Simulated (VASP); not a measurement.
Write the native input for VASP 6.6.1 that does the following.

* Task: relaxation of shape and atoms at fixed volume
* Functional: PBE
* Potentials or basis: VASP PAW PBE potentials, release 64 (Bi_d)
* Cutoff: 600 eV
* k mesh: 14 × 14 × 13
* Occupations: fermi-dirac, width 0.1 eV
* Spin: no spin polarisation
* Dipole correction: no
* Further INCAR settings: ALGO = Normal; EDIFF = 1e-06; IBRION = 2; EDIFFG = -0.005; NSW = 50; ISIF = 4

The structure of Bi lies in POSCAR:

```
Bi
1.0
    2.6417576712      0.0000000000      0.0000000000
   -1.3208788356      2.2878292539      0.0000000000
    0.0000000000      0.0000000000      2.5153585198
Bi
1
Direct
    0.0000000000      0.0000000000      0.0000000000
```

This isn't the form of Bi at room conditions, which is rhombohedral.

One way to write it, as run:

INCAR

```
ALGO = Normal
EDIFF = 1E-6
EDIFFG = -0.005
ENCUT = 600
GGA = PE
IBRION = 2
ISIF = 4
ISMEAR = -1
LASPH = T
LCHARG = F
LREAL = F
LWAVE = F
NELM = 60
NSW = 50
PREC = Accurate
SIGMA = 0.1
```

KPOINTS

```
k-points
0
Gamma
  14 14 13
```

Potentials or basis: VASP PAW PBE potentials, release 64 (Bi_d).

Command:

```console
$ cat potpaw_PBE.64/Bi_d/POTCAR > POTCAR
$ mpirun -np 1 vasp_std > vasp.out
```

Results of the run:

```
Energy gained by relaxing : 2.2 meV/atom
Ionic steps               : 4
Pressure after relaxing   : 248.5 GPa
Band gap on the k mesh    : zero (an odd number of electrons rules out a gap without spin polarisation)
```

Caveat: spin-orbit coupling is left out, which moves the levels of the heavy elements.

It took 74 s on 1 thread of Intel Xeon 8259CL (shared host), peak memory 0.16 GiB.
